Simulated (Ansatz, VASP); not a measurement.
**ScAl2 in VASP and in Ansatz**

```xyz
6
Lattice="0.0000 3.7777 3.7777 3.7777 0.0000 3.7777 3.7777 3.7777 0.0000" Properties=species:S:1:pos:R:3 pbc="T T T"
Sc    3.7777    3.7777    3.7777
Sc    5.6665    5.6665    5.6665
Al    0.9444    0.9444    0.9444
Al    0.9444    2.8332    2.8332
Al    2.8332    0.9444    2.8332
Al    2.8332    2.8332    0.9444
```

Alike in both runs: task single point; functional r2SCAN; k mesh 8 × 8 × 8; occupations fermi-dirac, width 0.2 eV; no spin polarisation.

|  | VASP | Ansatz |
| --- | --- | --- |
| version | VASP 6.6.1 | Ansatz 0.2.0 |
| potentials or method | VASP PAW PBE potentials, release 64 (Sc_sv, Al), cutoff 520 eV | scalar-relativistic, plane waves, PAW |
| valence electrons in the cell | 34 | 34 |

|  | VASP | Ansatz | Ansatz less VASP |
| --- | --- | --- | --- |
| gap on the k mesh at the Fermi level (eV) | none | none | - |
| pressure (GPa) | 0.2 | 0.2 | 0.00 |

VASP's potentials were made for PBE, not for r2SCAN. A gap of «none» marks a metal or a gap that the smearing closes. With one functional, cell and mesh, what is left measures potentials, basis and numerics.
